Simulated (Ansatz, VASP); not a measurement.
## Cu6Ru in VASP and in Ansatz

```
Cu Ru
1.0
     2.61326    0.00000    0.00000
    -1.30663    2.26315    0.00000
     0.00000    0.00000   29.41223
Cu Ru
12 2
Direct
  0.66667 0.33333 0.11094
  0.00000 0.00000 0.18167
  0.33333 0.66667 0.25233
  0.66667 0.33333 0.32313
  0.00000 0.00000 0.39382
  0.33333 0.66667 0.46464
  0.66667 0.33333 0.53536
  0.33333 0.66667 0.67687
  0.00000 0.00000 0.60618
  0.33333 0.66667 0.88906
  0.00000 0.00000 0.81833
  0.66667 0.33333 0.74767
  0.33333 0.66667 0.03537
  0.66667 0.33333 0.96463
```

Alike in both runs: functional PBE; k mesh 7 × 7 × 1; occupations gaussian, width 0.2 eV; no spin polarisation.

Ansatz relaxed the structure, and its values are those at the end. VASP's run is a single point on that final structure, the one shown.

|  | VASP | Ansatz |
| --- | --- | --- |
| version | VASP 6.6.1 | Ansatz 0.2.0 |
| potentials or method | VASP PAW PBE potentials, release 64 (Cu, Ru_pv), cutoff 520 eV | scalar-relativistic, plane waves, PAW |
| valence electrons in the cell | 160 | 260 |

Ansatz gave:

- gap on the k mesh at the Fermi level (eV): none
- pressure (GPa): 0.0
- rms of the force components (eV/Å): 0.011

Which values does VASP return?

gap on the k mesh at the Fermi level (eV): none; pressure (GPa): 0.5; rms of the force components (eV/Å): 0.011.

A gap of «none» marks a metal or a gap that the smearing closes. With one functional, cell and mesh, what is left measures potentials, basis and numerics. VASP's potentials hold 160 valence electrons a cell and Ansatz's 260, so a difference there can come from the potentials and not from the codes.

The k mesh is coarse, so the values compare programs but aren't converged.
